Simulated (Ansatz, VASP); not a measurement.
# Two plane-wave programs on TiSi16

```xyz
17
Lattice="0.0000 5.4300 5.4300 5.4300 0.0000 5.4300 5.4300 5.4300 0.0000" Properties=species:S:1:pos:R:3 pbc="T T T"
Si   -0.0361   -0.0333    0.0308
Si    1.3009    1.3037    1.3776
Si    2.6780    2.6799    0.0677
Si    4.0544    4.0575    1.3698
Si    2.6682   -0.0089    2.7569
Si    4.0475    1.3037    4.1239
Si    5.3560    2.6811    2.7472
Si    6.7013    4.0759    4.1526
Si   -0.0119    2.6701    2.7575
Si    1.3009    4.0500    4.1239
Si    2.6785    5.3593    2.7479
Si    4.0739    6.7032    4.1540
Si    2.6687    2.6713    5.4365
Si    4.0640    4.0666    6.7913
Si    5.3808    5.3817    5.4773
Si    6.7023    6.7055    6.7825
Ti    8.0993    8.1009    8.1876
```

Alike in both runs: functional LDA; k mesh 2 × 2 × 2; occupations fermi-dirac, width 0.02 eV; no spin polarisation.

Ansatz relaxed the structure, and its values are those at the end. VASP's run is a single point on that final structure, the one shown.

```csv
,VASP,Ansatz
version,VASP 6.6.1,Ansatz 0.2.0
potentials or method,"VASP PAW LDA potentials, release 64 (Si, Ti_sv), cutoff 520 eV","scalar-relativistic, plane waves, PAW"
valence electrons in the cell,76,76
```

|  | VASP | Ansatz | Ansatz less VASP |
| --- | --- | --- | --- |
| rms of the force components (eV/Å) | 0.013 | 0.012 | -0.0002 |

Ansatz warns that its potentials were made for another functional, while VASP's fit it. LDA's correlation is that of Perdew and Zunger in VASP and of Perdew and Wang (1992) in Ansatz.

The k mesh is coarse, so the values compare programs but aren't converged.
